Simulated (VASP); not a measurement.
## GaGe3: single point with RPBE

GaGe3:

```
Ge Ga
1.0
     0.00000    3.38717    3.38717
     3.38717    0.00000    3.38717
     3.38717    3.38717    0.00000
Ge Ga
3 1
Direct
  0.50000 0.50000 0.50000
  0.75000 0.75000 0.75000
  0.25000 0.25000 0.25000
  0.00000 0.00000 0.00000
```

```json
{
  "Program": "VASP 6.6.1",
  "Task": "single point",
  "Functional": "RPBE",
  "Potentials or basis": "VASP PAW PBE potentials, release 64 (Ge_d, Ga_d)",
  "Cutoff": "520 eV",
  "k mesh": "4 × 4 × 4",
  "Occupations": "fermi-dirac, width 0.05 eV",
  "Spin": "no spin polarisation"
}
```

| Quantity | Value |
| --- | --- |
| Pressure | 2.1 GPa |

Levels at points of the mesh, in eV from the Fermi level:
| k point | band 25 | band 26 | band 27 | band 28 | band 29 | band 30 | band 31 | band 32 |
| --- | --- | --- | --- | --- | --- | --- | --- | --- |
| (0.00, 0.00, 0.00) | -1.72 | -1.72 | -1.45 | -1.45 | -1.45 | -1.27 | 0.12 | 0.12 |
| (0.50, 0.00, 0.00) | -2.73 | -2.73 | -2.18 | -2.18 | 1.65 | 1.66 | 3.84 | 3.84 |
| (0.50, 0.50, 0.00) | -4.96 | -4.96 | 2.76 | 2.85 | 2.85 | 3.26 | 3.55 | 3.55 |

Run time: 18 s on 1 thread of Intel(R) Xeon(R) Platinum 8488C (Sapphire Rapids) (shared host), peak memory 0.2 GiB.

Caveat: the k points lie up to 0.40 Å⁻¹ apart; the PAW data sets were made with another functional, which shifts forces and pressure a little.
